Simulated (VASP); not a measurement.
# Pt (Fm-3m) in VASP: further runs

The runs below take Pt through single point, relaxation of cell and atoms, with RPBE.

Everything below comes from runs of VASP 6.6.1. Logs are shortened: lines on timing, memory, paths and dates and some standing lists are left out, and cuts for length are marked.

### Step 1. The cell of the first run

It takes space group Fm-3m (No. 225, cubic). Conventional cell: a = 3.922 Å, b = 3.922 Å, c = 3.922 Å, α = 90.00°, β = 90.00°, γ = 90.00°. Pt (site symmetry m-3m) has 12 Pt at 2.77 Å within 3.7 Å.

### Step 2. Single point, RPBE

INCAR reads:

```
ALGO     = Normal         # electronic algorithm
EDIFF    = 1E-6           # SCF threshold, eV
ENCUT    = 500            # plane-wave cutoff, eV
GGA      = RP             # functional
GGA_COMPAT= False        
ISIF     = 2              # what is computed and relaxed
ISMEAR   = 0              # smearing method
LASPH    = True           # aspherical terms in the spheres
LCHARG   = False          # write CHGCAR
LREAL    = False          # projectors in reciprocal space
LWAVE    = False          # write WAVECAR
NBANDS   = 11             # bands
NELM     = 120            # most SCF steps
PREC     = Accurate       # precision mode
SIGMA    = 0.1            # smearing width, eV
```

KPOINTS reads:

```
k-points
0
Gamma
  8 8 8
```

POSCAR reads:

```
Pt
1.0
    0.0000000000      1.9609000000      1.9609000000
    1.9609000000      0.0000000000      1.9609000000
    1.9609000000      1.9609000000      0.0000000000
Pt
1
Direct
    0.0000000000      0.0000000000      0.0000000000
```

Potentials or basis: VASP PAW PBE potentials, release 64 (Pt).

Run with:

```console
> cat potpaw_PBE.64/Pt/POTCAR > POTCAR
> mpirun -np 1 vasp_std > vasp.out
```

OUTCAR:

```text
EDIFF = 1E-6
   ENCUT = 500
   GGA = RP
   ISIF = 2
   ISMEAR = 0
   LASPH = True
   LREAL = False
   NELM = 120
   PREC = Accurate

 ion  position               nearest neighbor table
   1  0.000  0.000  0.000-

  LATTYP: Found a face centered cubic cell.
 ALAT       =     3.9218000000

  Lattice vectors:

 A1 = (   0.0000000000,   1.9609000000,   1.9609000000)
 A2 = (   1.9609000000,   0.0000000000,   1.9609000000)
 A3 = (   1.9609000000,   1.9609000000,   0.0000000000)

Analysis of symmetry for initial positions (statically):
=====================================================================
 Subroutine PRICEL returns:
 Original cell was already a primitive cell.

 Routine SETGRP: Setting up the symmetry group for a
 face centered cubic supercell.

 Subroutine GETGRP returns: Found 48 space group operations
 (whereof 48 operations were pure point group operations)
 out of a pool of 48 trial point group operations.

The static configuration has the point symmetry O_h .

Analysis of symmetry for dynamics (positions and initial velocities):
=====================================================================
 Subroutine PRICEL returns:
 Original cell was already a primitive cell.

 Routine SETGRP: Setting up the symmetry group for a
 face centered cubic supercell.

 Subroutine GETGRP returns: Found 48 space group operations
 (whereof 48 operations were pure point group operations)
 out of a pool of 48 trial point group operations.

The dynamic configuration has the point symmetry O_h .

 Subroutine INISYM returns: Found 48 space group operations
 (whereof 48 operations are pure point group operations),
 and found     1 'primitive' translations

----------------------------------------------------------------------------------------

                                     Primitive cell

  volume of cell :      15.0798

  direct lattice vectors                    reciprocal lattice vectors
     0.000000000  1.960900000  1.960900000    -0.254984956  0.254984956  0.254984956
     1.960900000  0.000000000  1.960900000     0.254984956 -0.254984956  0.254984956
     1.960900000  1.960900000  0.000000000     0.254984956  0.254984956 -0.254984956

  length of vectors
     2.773131374  2.773131374  2.773131374     0.441646899  0.441646899  0.441646899

  position of ions in fractional coordinates (direct lattice)
     0.000000000  0.000000000  0.000000000

  ion indices of the primitive-cell ions
   primitive index   ion index
                 1           1

----------------------------------------------------------------------------------------

 KPOINTS: k-points

Automatic generation of k-mesh.
 Grid dimensions read from file:
 generate k-points for:    8    8    8

 Generating k-lattice:

  Cartesian coordinates                     Fractional coordinates (reciprocal lattice)
    -0.031873119  0.031873119  0.031873119     0.125000000  0.000000000  0.000000000
     0.031873119 -0.031873119  0.031873119     0.000000000  0.125000000  0.000000000
     0.031873119  0.031873119 -0.031873119     0.000000000  0.000000000  0.125000000

  Length of vectors
     0.055205862  0.055205862  0.055205862

  Shift w.r.t. Gamma in fractional coordinates (k-lattice)
     0.000000000  0.000000000  0.000000000

 Subroutine IBZKPT returns following result:
 ===========================================

 Found     29 irreducible k-points:

 Following reciprocal coordinates:
            Coordinates               Weight
  0.000000  0.000000  0.000000      1.000000
  0.125000  0.000000  0.000000      8.000000
  0.250000  0.000000  0.000000      8.000000
  0.375000  0.000000  0.000000      8.000000
  0.500000  0.000000  0.000000      4.000000
  0.125000  0.125000  0.000000      6.000000
[... 16 lines left out ...]
  0.500000  0.250000  0.125000     48.000000
 -0.375000  0.250000  0.125000     24.000000
 [... further k-points ...]
   k-points           NKPTS =     29   k-points in BZ     NKDIM =     29   number of bands    NBANDS=     11
   number of dos      NEDOS =    301   number of ions     NIONS =      1
   total plane-waves  NPLWV =   8000
   dimension x,y,z NGX =    20 NGY =   20 NGZ =   20
   dimension x,y,z NGXF=    40 NGYF=   40 NGZF=   40
   ions per type =               1
   NGX,Y,Z   is equivalent  to a cutoff of  11.99, 11.99, 11.99 a.u.
   NGXF,Y,Z  is equivalent  to a cutoff of  23.98, 23.98, 23.98 a.u.
 SYSTEM =  unknown system
   PREC   = accura    normal or accurate (medium, high low for compatibility)
   ISTART =      0    job   : 0-new  1-cont  2-samecut
   ICHARG =      2    charge: 1-file 2-atom 10-const
   ISPIN  =      1    spin polarized calculation?
   LNONCOLLINEAR =      F non collinear calculations
   LSORBIT =      F    spin-orbit coupling
   LASPH  =      T    aspherical Exc in radial PAW
   ENCUT  =  500.0 eV  36.75 Ry    6.06 a.u.   5.06  5.06  5.06*2*pi/ulx,y,z
   NELM   =    120;   NELMIN=  2; NELMDL= -5     # of ELM steps
   EDIFF  = 0.1E-05   stopping-criterion for ELM
   LREAL  =      F    real-space projection
   EDIFFG = 0.1E-04   stopping-criterion for IOM
   NSW    =      0    number of steps for IOM
   IBRION =     -1    ionic relax: 0-MD 1-quasi-New 2-CG
   NFREE  =      0    steps in history (QN), initial steepest desc. (CG)
   ISIF   =      2    stress and relaxation
   ISYM   =      2    0-nonsym 1-usesym 2-fastsym
   POTIM  = 0.5000    time-step for ionic-motion
   TEBEG  =    0.0;   TEEND  =   0.0 temperature during run
   PSTRESS=    0.0 pullay stress
   NELECT =      10.0000    total number of electrons
   NUPDOWN=      -1.0000    fix difference up-down
   EMIN   =  10.00;   EMAX   =-10.00  energy-range for DOS
   EFERMI =   0.00;   METHOD = LEGACY
   ISMEAR =     0;   SIGMA  =   0.10  broadening in eV -4-tet -1-fermi 0-gaus
   EFERMI_NEDOS =   21; number of points for ismear=-14 and -15
   IALGO  =     38    algorithm
   IMIX   =      4    mixing-type and parameters
     AMIX     =   0.40;   BMIX     =  1.00
     AMIX_MAG =   1.60;   BMIX_MAG =  1.00
  volume/ion in A,a.u.               =      15.08       101.76
  Fermi-wavevector in a.u.,A,eV,Ry     =   1.427609  2.697791 27.729605  2.038068
  Thomas-Fermi vector in A             =   2.547760
   LORBIT       =      0    0 simple, 1 ext, 2 COOP (PROOUT), +10 PAW based schemes
   GGA     = RP    functional components
   LHFCALC =     F    Hartree Fock is set to
   AEXX    =    0.0000 exact exchange contribution
   IVDW    =     0    specifies the selected vdW correction
   LEPSILON=     F    determine dielectric tensor
   LRPA    =     F    only Hartree local field effects (RPA)
 non-spin polarized calculation
 Gauss-broadening in eV      SIGMA  =   0.10
  energy-cutoff  :      500.00
  volume of cell :       15.08
 maximum number of plane-waves:       392
   NGX = 11   NGY = 11   NGZ = 11

 number of electron      10.0000001 magnetization

 Free energy of the ion-electron system (eV)
  ---------------------------------------------------
  ext. energy  EPLUGINS =         0.00000000
  ---------------------------------------------------
  free energy    TOTEN  =        -5.41463782 eV

  energy without entropy =       -5.40570087  energy(sigma->0) =       -5.41016934

 E-fermi :  11.2766     XC(G=0): -13.4443

 val. band max:       11.1373720846   @ k =  -0.3750   0.3750   0.0000
 cond. band min:      11.2805810514   @ k =  -0.2500   0.1250   0.0000
 fundamental gap:      0.1432089668
 Fermi energy:        11.2766119457

 k-point     1 :       0.0000    0.0000    0.0000
  band No.  band energies     occupation
      1       1.1626      2.00000
      2       7.5370      2.00000
      3       7.5370      2.00000
      4       7.5370      2.00000
      5       9.6761      2.00000
      6       9.6761      2.00000
      7      25.9679      0.00000
      8      30.9542      0.00000
      9      30.9542      0.00000
     10      30.9542      0.00000
     11      36.2978      0.00000

 k-point     2 :       0.1250    0.0000    0.0000
  band No.  band energies     occupation
      1       1.7731      2.00000
      2       7.2960      2.00000
      3       7.7554      2.00000
      4       7.7554      2.00000
      5       9.5760      2.00000
      6       9.5760      2.00000
      7      26.8580      0.00000
      8      28.4964      0.00000
      9      31.8938      0.00000
     10      31.8938      0.00000
     11      37.6228      0.00000

 k-point     3 :       0.2500    0.0000    0.0000
  band No.  band energies     occupation
      1       3.2035      2.00000
      2       7.1974      2.00000
      3       7.9069      2.00000
      4       7.9069      2.00000
      5       9.8552      2.00000
      6       9.8552      2.00000
      7      24.6621      0.00000
      8      27.7063      0.00000
      9      34.0095      0.00000
     10      34.0095      0.00000
     11      34.8774      0.00000

 k-point     4 :       0.3750    0.0000    0.0000
  band No.  band energies     occupation
      1       3.9837      2.00000
      2       7.6267      2.00000
      3       7.6267      2.00000
      4       8.8712      2.00000
      5      10.8123      2.00000
      6      10.8123      2.00000
      7      20.1443      0.00000
      8      26.2390      0.00000
      9      31.7641      0.00000
     10      31.7641      0.00000
     11      37.7626      0.00000
[... 239 lines left out ...]
 k-point    22 :       0.3750    0.2500    0.1250
  band No.  band energies     occupation
      1       4.4810      2.00000
      2       6.2231      2.00000
      3       7.5181      2.00000
      4       9.1916      2.00000
      5       9.2744      2.00000
      6      11.3310      0.44188
      7      24.8858      0.00000
      8      27.0975      0.00000
      9      29.3035      0.00000
     10      31.5533      0.00000
     11      35.6723      0.00000

 k-point    23 :       0.5000    0.2500    0.1250
  band No.  band energies     occupation
      1       5.2809      2.00000
      2       6.7200      2.00000
      3       7.0136      2.00000
      4       8.8949      2.00000
      5      10.5729      2.00000
      6      13.2574      0.00000
      7      20.6391      0.00000
      8      25.7537      0.00000
      9      27.5639      0.00000
     10      31.8412      0.00000
     11      35.6394      0.00000

 k-point    24 :      -0.3750    0.2500    0.1250
  band No.  band energies     occupation
      1       5.2987      2.00000
      2       6.5108      2.00000
      3       7.8866      2.00000
      4       8.6299      2.00000
      5      11.1177      1.97534
      6      15.7696      0.00000
      7      16.8794      0.00000
      8      26.0894      0.00000
      9      26.4233      0.00000
     10      30.5199      0.00000
     11      37.5227      0.00000

 [... further k-points ...]
[... 5 lines left out ...]
  --------------------------------------------------------------------------------------
  -------------------------------------------------------------------------------------
  Total        1.2310351      1.2310351      1.2310351      0.0000000      0.0000000      0.0000000
  in kB      130.7930529    130.7930529    130.7930529      0.0000000      0.0000000      0.0000000
  external PRESSURE =     130.7930529 kB  Pullay stress =       0.0000000 kB

 VOLUME and BASIS-vectors are now :
 -----------------------------------------------------------------------------
  energy-cutoff  :      500.00
  volume of cell :       15.08
      direct lattice vectors                 reciprocal lattice vectors
     0.000000000  1.960900000  1.960900000    -0.254984956  0.254984956  0.254984956
     1.960900000  0.000000000  1.960900000     0.254984956 -0.254984956  0.254984956
     1.960900000  1.960900000  0.000000000     0.254984956  0.254984956 -0.254984956

 POSITION                                       TOTAL-FORCE (eV/Angst)
 -----------------------------------------------------------------------------------
      0.00000      0.00000      0.00000         0.000000      0.000000      0.000000
 -----------------------------------------------------------------------------------
    total drift:                               -0.000000     -0.000000     -0.000000

  FREE ENERGIE OF THE ION-ELECTRON SYSTEM (eV)
  ---------------------------------------------------
  free  energy   TOTEN  =        -5.4146378164 eV

  energy  without entropy=       -5.4057008725  energy(sigma->0) =       -5.41016934
```

It used 5.1 s of CPU time on 1 thread of AMD EPYC 7R13 Processor (Zen 3), on a shared host.

What came out:

```
Free energy            : -5.4146 eV
Pressure               : 13.1 GPa
Band gap on the k mesh : zero (band 5 reaches 11.80 eV, above the bottom of band 6 at 9.58 eV)
```

Levels at points of the mesh, in eV from the Fermi level:
```csv
k point,band 2,band 3,band 4,band 5,band 6,band 7,band 8,band 9
"(0.00, 0.00, 0.00)",-3.74,-3.74,-3.74,-1.60,-1.60,14.69,19.68,19.68
"(0.50, 0.00, 0.00)",-3.81,-3.81,-0.38,0.07,0.07,5.92,14.27,19.07
"(0.50, 0.50, 0.00)",-6.56,0.03,0.52,0.52,1.87,8.97,11.49,11.49
```

Caveat: the PAW data sets were made with another functional, which shifts forces and pressure a little; spin-orbit coupling is left out, which moves the levels of the heavy elements.

[end of part 1 of 2]
